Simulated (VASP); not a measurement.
# MgB2 (P6/mmm) in VASP: further runs

Runs on MgB2. Level: PBE. Tasks: single point.

All numbers are computed with VASP 6.6.1; they aren't measurements. Logs are shortened: lines on timing, memory, paths and dates and some standing lists are left out, and cuts for length are marked.

### 1 The cell of the first run

Symmetry: P6/mmm, No. 191, hexagonal system. The conventional cell has a = 3.054 Å, b = 3.054 Å, c = 3.523 Å, α = 90.00°, β = 90.00°, γ = 120.00°. Within 3.3 Å of Mg (site symmetry 6/mmm) lie 12 B at 2.49 Å and 6 Mg at 3.05 Å. Within 2.3 Å of B (site symmetry -6m2) lie 3 B at 1.76 Å.

### 2 Single point, PBE (equal xx and yy strain of -1 %)

Input file INCAR:

```
PREC = Accurate
ENCUT = 520
EDIFF = 1E-7
ISMEAR = -1
SIGMA = 0.05
LREAL = F
LASPH = T
NELM = 100
ALGO = Normal
ISIF = 2
LWAVE = F
LCHARG = F
GGA = PE
NBANDS = 11
```

Input file KPOINTS:

```
regular mesh
0
Gamma
  12 12 9
```

Input file POSCAR:

```
MgB2
1.0
    3.0541506984      0.0000000000      0.0000000000
   -1.5270753493      2.6449720919      0.0000000000
    0.0000000000      0.0000000000      3.5230000000
Mg B
1 2
Direct
    0.0000000000      0.0000000000      0.0000000000
    0.3333333333      0.6666666667      0.5000000000
    0.6666666667      0.3333333333      0.5000000000
```

Potentials or basis: VASP PAW PBE potentials, release 64 (Mg, B).

Command:

```console
> cat potpaw_PBE.64/Mg/POTCAR potpaw_PBE.64/B/POTCAR > POTCAR
> mpirun -np 1 vasp_std > vasp.out
```

OUTCAR:

```text
PREC = Accurate
   ENCUT = 520
   EDIFF = 1E-7
   ISMEAR = -1
   LREAL = F
   LASPH = T
   NELM = 100
   ISIF = 2
   GGA = PE

 ion  position               nearest neighbor table
   1  0.000  0.000  0.000-   2 2.49   3 2.49   2 2.49   3 2.49   3 2.49   3 2.49   2 2.49   2 2.49
                             3 2.49   3 2.49   2 2.49   2 2.49
   2  0.333  0.667  0.500-   3 1.76   3 1.76   3 1.76   1 2.49   1 2.49   1 2.49   1 2.49   1 2.49
                             1 2.49
   3  0.667  0.333  0.500-   2 1.76   2 1.76   2 1.76   1 2.49   1 2.49   1 2.49   1 2.49   1 2.49
                             1 2.49

  LATTYP: Found a hexagonal cell.
 ALAT       =     3.0541506984
 C/A-ratio  =     1.1535121701

  Lattice vectors:

 A1 = (   3.0541506984,   0.0000000000,   0.0000000000)
 A2 = (  -1.5270753493,   2.6449720919,   0.0000000000)
 A3 = (   0.0000000000,   0.0000000000,   3.5230000000)

Analysis of symmetry for initial positions (statically):
=====================================================================
 Subroutine PRICEL returns:
 Original cell was already a primitive cell.

 Routine SETGRP: Setting up the symmetry group for a
 hexagonal supercell.

 Subroutine GETGRP returns: Found 24 space group operations
 (whereof 24 operations were pure point group operations)
 out of a pool of 24 trial point group operations.

The static configuration has the point symmetry D_6h.

Analysis of symmetry for dynamics (positions and initial velocities):
=====================================================================
 Subroutine PRICEL returns:
 Original cell was already a primitive cell.

 Routine SETGRP: Setting up the symmetry group for a
 hexagonal supercell.

 Subroutine GETGRP returns: Found 24 space group operations
 (whereof 24 operations were pure point group operations)
 out of a pool of 24 trial point group operations.

The dynamic configuration has the point symmetry D_6h.

 Subroutine INISYM returns: Found 24 space group operations
 (whereof 24 operations are pure point group operations),
 and found     1 'primitive' translations

----------------------------------------------------------------------------------------

                                     Primitive cell

  volume of cell :      28.4593

  direct lattice vectors                    reciprocal lattice vectors
     3.054150698  0.000000000  0.000000000     0.327423267  0.189037911  0.000000000
    -1.527075349  2.644972092  0.000000000     0.000000000  0.378075823  0.000000000
     0.000000000  0.000000000  3.523000000     0.000000000  0.000000000  0.283848992

  length of vectors
     3.054150698  3.054150699  3.523000000     0.378075823  0.378075823  0.283848992

  position of ions in fractional coordinates (direct lattice)
     0.000000000  0.000000000  0.000000000
     0.333333333  0.666666667  0.500000000
     0.666666667  0.333333333  0.500000000

  ion indices of the primitive-cell ions
   primitive index   ion index
                 1           1
                 2           2
                 3           3

----------------------------------------------------------------------------------------

 KPOINTS: regular mesh

Automatic generation of k-mesh.
 Grid dimensions read from file:
 generate k-points for:   12   12    9

 Generating k-lattice:

  Cartesian coordinates                     Fractional coordinates (reciprocal lattice)
     0.027285272  0.015753159  0.000000000     0.083333333  0.000000000  0.000000000
     0.000000000  0.031506319  0.000000000     0.000000000  0.083333333  0.000000000
     0.000000000  0.000000000  0.031538777     0.000000000  0.000000000  0.111111111

  Length of vectors
     0.031506319  0.031506319  0.031538777

  Shift w.r.t. Gamma in fractional coordinates (k-lattice)
     0.000000000  0.000000000  0.000000000

 Subroutine IBZKPT returns following result:
 ===========================================

 Found     95 irreducible k-points:

 Following reciprocal coordinates:
            Coordinates               Weight
  0.000000  0.000000  0.000000      1.000000
  0.083333  0.000000  0.000000      6.000000
  0.166667  0.000000  0.000000      6.000000
  0.250000  0.000000  0.000000      6.000000
  0.333333  0.000000  0.000000      6.000000
  0.416667  0.000000  0.000000      6.000000
[... 16 lines left out ...]
  0.250000  0.000000  0.111111     12.000000
  0.333333  0.000000  0.111111     12.000000
 [... further k-points ...]
   k-points           NKPTS =     95   k-points in BZ     NKDIM =     95   number of bands    NBANDS=     11
   number of dos      NEDOS =    301   number of ions     NIONS =      3
   total plane-waves  NPLWV =  16128
   dimension x,y,z NGX =    24 NGY =   24 NGZ =   28
   dimension x,y,z NGXF=    48 NGYF=   48 NGZF=   56
   ions per type =               1   2
   NGX,Y,Z   is equivalent  to a cutoff of  13.06, 13.06, 13.21 a.u.
   NGXF,Y,Z  is equivalent  to a cutoff of  26.13, 26.13, 26.43 a.u.
 SYSTEM =  unknown system
   PREC   = accura    normal or accurate (medium, high low for compatibility)
   ISTART =      0    job   : 0-new  1-cont  2-samecut
   ICHARG =      2    charge: 1-file 2-atom 10-const
   ISPIN  =      1    spin polarized calculation?
   LNONCOLLINEAR =      F non collinear calculations
   LSORBIT =      F    spin-orbit coupling
   LASPH  =      T    aspherical Exc in radial PAW
   ENCUT  =  520.0 eV  38.22 Ry    6.18 a.u.   5.68  5.68  6.55*2*pi/ulx,y,z
   NELM   =    100;   NELMIN=  2; NELMDL= -5     # of ELM steps
   EDIFF  = 0.1E-06   stopping-criterion for ELM
   LREAL  =      F    real-space projection
   EDIFFG = 0.1E-05   stopping-criterion for IOM
   NSW    =      0    number of steps for IOM
   IBRION =     -1    ionic relax: 0-MD 1-quasi-New 2-CG
   NFREE  =      0    steps in history (QN), initial steepest desc. (CG)
   ISIF   =      2    stress and relaxation
   ISYM   =      2    0-nonsym 1-usesym 2-fastsym
   POTIM  = 0.5000    time-step for ionic-motion
   TEBEG  =    0.0;   TEEND  =   0.0 temperature during run
   PSTRESS=    0.0 pullay stress
   NELECT =       8.0000    total number of electrons
   NUPDOWN=      -1.0000    fix difference up-down
   EMIN   =  10.00;   EMAX   =-10.00  energy-range for DOS
   EFERMI =   0.00;   METHOD = LEGACY
   ISMEAR =    -1;   SIGMA  =   0.05  broadening in eV -4-tet -1-fermi 0-gaus
   EFERMI_NEDOS =   21; number of points for ismear=-14 and -15
   IALGO  =     38    algorithm
   IMIX   =      4    mixing-type and parameters
     AMIX     =   0.40;   BMIX     =  1.00
     AMIX_MAG =   1.60;   BMIX_MAG =  1.00
  volume/ion in A,a.u.               =       9.49        64.02
  Fermi-wavevector in a.u.,A,eV,Ry     =   1.072416  2.026573 15.647745  1.150077
  Thomas-Fermi vector in A             =   2.208186
   LORBIT       =      0    0 simple, 1 ext, 2 COOP (PROOUT), +10 PAW based schemes
   GGA     = PE    functional components
   LHFCALC =     F    Hartree Fock is set to
   AEXX    =    0.0000 exact exchange contribution
   IVDW    =     0    specifies the selected vdW correction
   LEPSILON=     F    determine dielectric tensor
   LRPA    =     F    only Hartree local field effects (RPA)
 non-spin polarized calculation
  energy-cutoff  :      520.00
  volume of cell :       28.46
 maximum number of plane-waves:       781
 NGX is ok and might be reduce to    24
   NGX = 11   NGY = 11   NGZ = 13

 number of electron       8.0000000 magnetization

 Free energy of the ion-electron system (eV)
  ---------------------------------------------------
  ext. energy  EPLUGINS =         0.00000000
  ---------------------------------------------------
  free energy    TOTEN  =       -15.32380883 eV

  energy without entropy =      -15.31902317  energy(sigma->0) =      -15.32141600

 E-fermi :   5.3659     XC(G=0): -10.9878

 val. band max:        5.3077735365   @ k =   0.4167   0.1667   0.1111
 cond. band min:       5.3673607542   @ k =   0.2500   0.2500   0.0000
 fundamental gap:      0.0595872177
 Fermi energy:         5.3658704413

 k-point     1 :       0.0000    0.0000    0.0000
  band No.  band energies     occupation
      1      -7.1399      2.00000
      2       2.3251      2.00000
      3       5.8215      0.00022
      4       5.8215      0.00022
      5       6.9487      0.00000
      6      11.8919      0.00000
      7      11.8919      0.00000
      8      13.8611      0.00000
      9      15.5707      0.00000
     10      18.4061      0.00000
     11      21.7024      0.00000

 k-point     2 :       0.0833    0.0000    0.0000
  band No.  band energies     occupation
      1      -7.0172      2.00000
      2       2.4453      2.00000
      3       5.2054      1.92232
      4       5.5315      0.07026
      5       7.0593      0.00000
      6      11.8130      0.00000
      7      12.4312      0.00000
      8      14.1083      0.00000
      9      15.1225      0.00000
     10      19.0141      0.00000
     11      21.1421      0.00000

 k-point     3 :       0.1667    0.0000    0.0000
  band No.  band energies     occupation
      1      -6.6506      2.00000
      2       2.8034      2.00000
      3       3.7604      2.00000
      4       4.8934      1.99984
      5       7.3999      0.00000
      6      11.4349      0.00000
      7      13.8061      0.00000
      8      13.9302      0.00000
      9      14.6895      0.00000
     10      20.1985      0.00000
     11      20.5407      0.00000
[... 267 lines left out ...]
 k-point    23 :       0.2500    0.0000    0.1111
  band No.  band energies     occupation
      1      -5.9449      2.00000
      2       2.0862      2.00000
      3       2.6408      2.00000
      4       4.2593      2.00000
      5       8.8904      0.00000
      6      10.9704      0.00000
      7      11.7511      0.00000
      8      15.5107      0.00000
      9      15.6929      0.00000
     10      18.7403      0.00000
     11      18.7419      0.00000

 k-point    24 :       0.3333    0.0000    0.1111
  band No.  band energies     occupation
      1      -5.1117      2.00000
      2       0.3680      2.00000
      3       3.4400      2.00000
      4       3.7213      2.00000
      5       9.2163      0.00000
      6      10.0528      0.00000
      7      10.9628      0.00000
      8      14.9293      0.00000
      9      17.5640      0.00000
     10      18.2610      0.00000
     11      18.4081      0.00000

 [... further k-points ...]
[... 5 lines left out ...]
  --------------------------------------------------------------------------------------
  -------------------------------------------------------------------------------------
  Total        0.6292767      0.6292767     -0.0607567     -0.0000000      0.0000000      0.0000000
  in kB       35.4264829     35.4264829     -3.4204281     -0.0000000      0.0000000      0.0000000
  external PRESSURE =      22.4775126 kB  Pullay stress =       0.0000000 kB

 VOLUME and BASIS-vectors are now :
 -----------------------------------------------------------------------------
  energy-cutoff  :      520.00
  volume of cell :       28.46
      direct lattice vectors                 reciprocal lattice vectors
     3.054150698  0.000000000  0.000000000     0.327423267  0.189037911  0.000000000
    -1.527075349  2.644972092  0.000000000     0.000000000  0.378075823  0.000000000
     0.000000000  0.000000000  3.523000000     0.000000000  0.000000000  0.283848992

 POSITION                                       TOTAL-FORCE (eV/Angst)
 -----------------------------------------------------------------------------------
      0.00000      0.00000      0.00000        -0.000000      0.000000      0.000000
     -0.00000      1.76331      1.76150        -0.000000      0.000000      0.000000
      1.52708      0.88166      1.76150         0.000000      0.000000     -0.000000
 -----------------------------------------------------------------------------------
    total drift:                                0.000000     -0.000000      0.000000

  FREE ENERGIE OF THE ION-ELECTRON SYSTEM (eV)
  ---------------------------------------------------
  free  energy   TOTEN  =       -15.3238088301 eV

  energy  without entropy=      -15.3190231661  energy(sigma->0) =      -15.32141600
```

It took 44 s on 1 thread of Intel Xeon 8259CL, shared host; peak memory 0.16 GiB.

Results:

```
Free energy            : -15.3238 eV
Pressure               : 2.2 GPa
Band gap on the k mesh : zero (band 4 reaches 7.17 eV, above the bottom of band 5 at 3.48 eV)
```

Caveat: the cell differs from its parent crystal (equal xx and yy strain of -1 %).

(Continued in part 2 of 2.)
